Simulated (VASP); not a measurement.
Runs of VASP 6.6.1 on NaH. The structure is that of space group Pm-3m (No. 221), or close to it. The cells are those of the table. 

| level | cell | gap on the mesh (eV) | pressure (GPa) |
| --- | --- | --- | --- |
| r2SCAN | a = 2.932 Å, 2 atoms | 1.61 | (a) |
| PBE | a = 2.932 Å, 2 atoms | 1.03 | 0.8 |
| r2SCAN | a = 2.961 Å, 2 atoms | 1.60 | -1.0 |
| PBE | a = 2.994 Å, 2 atoms | 1.03 | -0.7 |
| r2SCAN | a = 2.903 Å, 2 atoms | 1.61 | 0.8 |

Alike in all rows: task single point; potentials or basis VASP PAW PBE potentials, release 64 (Na_pv, H); no spin polarisation; k mesh 8 × 8 × 8; cutoff (eV) 520; smearing gaussian 0.01 eV.

**Question.** Estimate the missing entries.

**Answer.** (a) -0.3.

Caveats: the PAW data sets were made with another functional, which shifts forces and pressure a little (some runs).

A k mesh can miss the band edges.
